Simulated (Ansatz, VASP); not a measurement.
## Two plane-wave programs on Y

INCAR

```
SYSTEM = Y
ALGO = Normal
EDIFF = 1E-6
ENCUT = 520
GGA = PS
ISIF = 2
ISMEAR = 1
LASPH = .TRUE.
LCHARG = .FALSE.
LREAL = .FALSE.
LWAVE = .FALSE.
NBANDS = 12
NELM = 100
PREC = Accurate
SIGMA = 0.15
```

The input KPOINTS:

```
k-points
0
G
  10 10 10
  0 0 0
```

File POSCAR:

```
Y
1.0
    0.0000000000      2.5284148693      2.5284148693
    2.5284148693      0.0000000000      2.5284148693
    2.5284148693      2.5284148693      0.0000000000
Y
1
Direct
    0.0000000000      0.0000000000      0.0000000000
```

Input for Ansatz:

```yaml
crystal:
  lattice:
    - [0.0, 2.5284148693352746, 2.5284148693352746]
    - [2.5284148693352746, 0.0, 2.5284148693352746]
    - [2.5284148693352746, 2.5284148693352746, 0.0]
  atoms:
    - { symbol: "Y", position: [0.0, 0.0, 0.0] }
basis:
  ecutwfc: 476.19925930478996
kpoints:
  mp_grid:
    grid: [10, 10, 10]
hamiltonian:
  xc: pbesol
scf:
  convergence:
    dr2_threshold: 1.0e-10
  occupations:
    method: cold
    width: 0.15
output:
  stress: true
```

Alike in both runs: task single point; functional PBEsol; k mesh 10 × 10 × 10; no spin polarisation.

```csv
,VASP,Ansatz
version,VASP 6.6.1,Ansatz 0.2.0
potentials or method,"VASP PAW PBE potentials, release 64 (Y_sv), cutoff 520 eV","plane waves, PAW"
occupations,"methfessel-paxton of order 1, width 0.15 eV","cold, width 0.15 eV"
valence electrons in the cell,11,11
```

Ansatz gave:

```
pressure (GPa) : -2.0
```

What did VASP give for the same quantities?

Pressure (GPa): -2.1.

VASP's potentials were made for PBE, not for PBEsol.
